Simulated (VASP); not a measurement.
KTaO3:

```
CELL_PARAMETERS angstrom
3.96153 0.00000 0.00000
0.00000 3.96153 0.00000
0.00000 0.00000 3.96153
ATOMIC_POSITIONS crystal
Ta 0.00000 0.00000 0.00000
K 0.50000 0.50000 0.50000
O 0.00000 0.00000 0.50000
O 0.00000 0.50000 0.00000
O 0.50000 0.00000 0.00000
```

Base run:

- Program: VASP 6.6.1
- Functional: r2SCAN
- Potentials or basis: VASP PAW PBE potentials, release 64 (Ta_pv, K_sv, O)
- Cutoff: 520 eV
- k mesh: 7 × 7 × 7
- Occupations: fermi-dirac, width 0.05 eV
- Spin: no spin polarisation

Its results: band gap on the k mesh 2.71 eV, indirect (least direct gap 3.29 eV); pressure 5.8 GPa.

The run is repeated on the same cell with these changes: functional from r2SCAN to PBEsol. What comes out?

Band gap on the k mesh 2.19 eV, indirect (least direct gap 2.74 eV); pressure 4.6 GPa.

r2SCAN gives the wider gap, since meta-GGAs in the generalised Kohn-Sham scheme recover part of the derivative discontinuity.

Caveats: the PAW data sets were made with another functional, which shifts forces and pressure a little; spin-orbit coupling is left out, which moves the levels of the heavy elements.

A k mesh can miss the band edges.
